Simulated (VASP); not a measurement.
Here is a VASP 6.6.1 calculation.

The input INCAR:

```
SYSTEM = In
PREC = Accurate ; ENCUT = 520
EDIFF = 1E-7 ; ISMEAR = -1
SIGMA = 0.1 ; LREAL = .False.
LASPH = .True. ; NELM = 150
ALGO = Normal ; ISIF = 2
LWAVE = .False. ; LCHARG = .True.
MAGMOM = 0 0 0 0 0 0 ; LORBIT = 11
LSORBIT = .True. ; GGA_COMPAT = .False.
LORBMOM = .True. ; GGA = CA
LVHAR = .True. ; NBANDS = 38
```

The input KPOINTS:

```
Automatic mesh
0
Gamma
  11 11 6
  0 0 0
```

The input POSCAR:

```
In
1.0
    3.2733347749      0.0000000000      0.0000000000
   -1.6366673874      2.8347910701      0.0000000000
    0.0000000000      0.0000000000      5.3292037878
In
2
Direct
    0.3333333333      0.6666666667      0.2500000000
    0.6666666667      0.3333333333      0.7500000000
```

Potentials or basis: VASP PAW LDA potentials, release 64 (In_d).

Command:

```console
$ cat potpaw_LDA.64/In_d/POTCAR > POTCAR
$ mpirun -np 1 vasp_ncl > vasp.out
```

Question: Predict the pressure.

Answer: 0.0 GPa.

Question: What does it give for the net moment?

Answer: 0.00 μB per cell.

Moments on the atoms (μB; x, y, z):
```
In  0.00 0.00 0.00
In  0.00 0.00 0.00
```
